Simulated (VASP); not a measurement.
Wanted: the native input for a VASP 6.6.1 run.

```
Task                   : single point
Functional             : LDA
Potentials or basis    : VASP PAW LDA potentials, release 64 (Ca_sv, Zn)
Cutoff                 : 520 eV
k mesh                 : 14 × 14 × 14
Occupations            : gaussian, width 0.15 eV
Spin                   : no spin polarisation
Dipole correction      : no
Further INCAR settings : ALGO = Fast; EDIFF = 1e-06; NBANDS = 18
```

The structure of CaZn lies in POSCAR:

```
CaZn
1.0
    3.9637356676      0.0000000000      0.0000000000
    0.0000000000      3.9637356676      0.0000000000
    0.0000000000      0.0000000000      3.0917138207
Ca Zn
1 1
Direct
    0.0000000000      0.0000000000      0.0000000000
    0.5000000000      0.5000000000      0.5000000000
```

This cell differs from its parent crystal: ratio of the length along z to the lengths across it x 0.78, volume and fractional coordinates fixed.

The input as run:

INCAR

```
ALGO = Fast
EDIFF = 1E-6
ENCUT = 520
ISIF = 2
ISMEAR = 0
LASPH = True
LCHARG = False
LREAL = False
LWAVE = False
NBANDS = 18
NELM = 80
PREC = Accurate
SIGMA = 0.15
```

KPOINTS

```
k-points
0
Gamma
  14 14 14
```

Potentials or basis: VASP PAW LDA potentials, release 64 (Ca_sv, Zn).

Run with:

```bash
$ cat potpaw_LDA.64/Ca_sv/POTCAR potpaw_LDA.64/Zn/POTCAR > POTCAR
$ mpirun -np 1 vasp_std > vasp.out
```

It gave:

```json
{"Pressure": "-3.0 GPa", "Band gap on the k mesh": "zero (bands 11 and 12 overlap by 2.25 eV)"}
```

Caveat: the stress differs along the axes, from -6 to 3 GPa.

It took 2.3 min on 1 thread of AMD EPYC 9R45 96-Core Processor (Zen 5), with other jobs on the host, peak memory 0.32 GiB.
